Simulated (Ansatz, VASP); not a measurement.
**One calculation of Ag, two programs**

```xyz
2
Lattice="0.0000 3.1289 3.1289 3.1289 0.0000 3.1289 3.1289 3.1289 0.0000" Properties=species:S:1:pos:R:3 pbc="T T T"
Ag    0.0000    0.0000    0.0000
Ag    1.5645    1.5645    1.5645
```

Change from the starting cell: volume scaled by 1.02.

Alike in both runs: task single point; functional PBE; k mesh 11 × 11 × 11; occupations fermi-dirac, width 0.05 eV; no spin polarisation.

|  | VASP | Ansatz |
| --- | --- | --- |
| version | VASP 6.6.1 | Ansatz 0.2.0 |
| potentials or method | VASP PAW PBE potentials, release 64 (Ag), cutoff 520 eV | all-electron LAPW, scalar-relativistic |

|  | VASP | Ansatz | Ansatz less VASP |
| --- | --- | --- | --- |
| pressure (GPa) | -0.6 | -0.6 | +0.05 |

Ansatz ran all-electron here, and VASP with PAW potentials.
